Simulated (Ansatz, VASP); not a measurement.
## One calculation of Al3Cu, two programs

```xyz
4
Lattice="3.9897 0.0000 0.0000 0.0000 3.8924 0.0000 0.0000 0.0000 3.8924" Properties=species:S:1:pos:R:3 pbc="T T T"
Al    0.0000    1.9462    1.9462
Al    1.9948    0.0000    1.9462
Al    1.9948    1.9462    0.0000
Cu    0.0000    0.0000    0.0000
```

Change from the starting cell: strain +0.0250 x Voigt [1, 0, 0, 0, 0, 0], atoms carried along.

Alike in both runs: task single point; functional PBEsol; k mesh 12 × 12 × 12; occupations gaussian, width 0.15 eV; no spin polarisation.

```csv
,VASP,Ansatz
version,VASP 6.6.1,Ansatz 0.2.0
potentials or method,"VASP PAW PBE potentials, release 64 (Al, Cu), cutoff 520 eV","scalar-relativistic, plane waves, PAW"
valence electrons in the cell,20,28
```

VASP gave:

```
gap on the k mesh at the Fermi level (eV)                     : none
pressure (GPa)                                                : -2.1
traceless stress, the component that is largest in VASP (GPa) : -2.16
```

Q: What did Ansatz give for the same quantities?

A: gap on the k mesh at the Fermi level (eV): none; pressure (GPa): -2.3; traceless stress, the component that is largest in VASP (GPa): -2.15.

VASP's potentials were made for PBE, not for PBEsol. A gap of «none» marks a metal or a gap that the smearing closes. VASP's potentials hold 20 valence electrons a cell and Ansatz's 28, so a difference there can come from the potentials and not from the codes.
